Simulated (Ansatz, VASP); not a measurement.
# MgO: VASP beside Ansatz

```xyz
4
Lattice="3.3926 0.0000 0.0000 -1.6963 2.9381 0.0000 0.0000 0.0000 4.8484" Properties=species:S:1:pos:R:3 pbc="T T T"
Mg    0.0000    1.9587    0.0306
Mg    1.6963    0.9794    2.4548
O     0.0000    1.9587    1.9310
O     1.6963    0.9794    4.3552
```

Alike in both runs: task single point; functional PBE; k mesh 9 × 9 × 6; occupations gaussian, width 0.05 eV; no spin polarisation.

|  | VASP | Ansatz |
| --- | --- | --- |
| version | VASP 6.6.1 | Ansatz 0.2.0 |
| potentials or method | VASP PAW PBE potentials, release 64 (Mg, O), cutoff 520 eV | scalar-relativistic, plane waves, PAW |
| valence electrons in the cell | 16 | 32 |

```csv
,VASP,Ansatz,Ansatz less VASP
gap on the k mesh at the Fermi level (eV),3.32,3.34,+0.021
least direct gap on the mesh (eV),3.32,3.34,+0.021
pressure (GPa),0.9,1.3,+0.44
"traceless stress, the component that is largest in VASP (GPa)",10.73,10.57,-0.165
rms of the force components (eV/Å),0.556,0.550,-0.0060
```

Atom by atom the forces differ by 0.006 eV/Å (rms over components). VASP's potentials hold 16 valence electrons a cell and Ansatz's 32, so a difference there can come from the potentials and not from the codes.
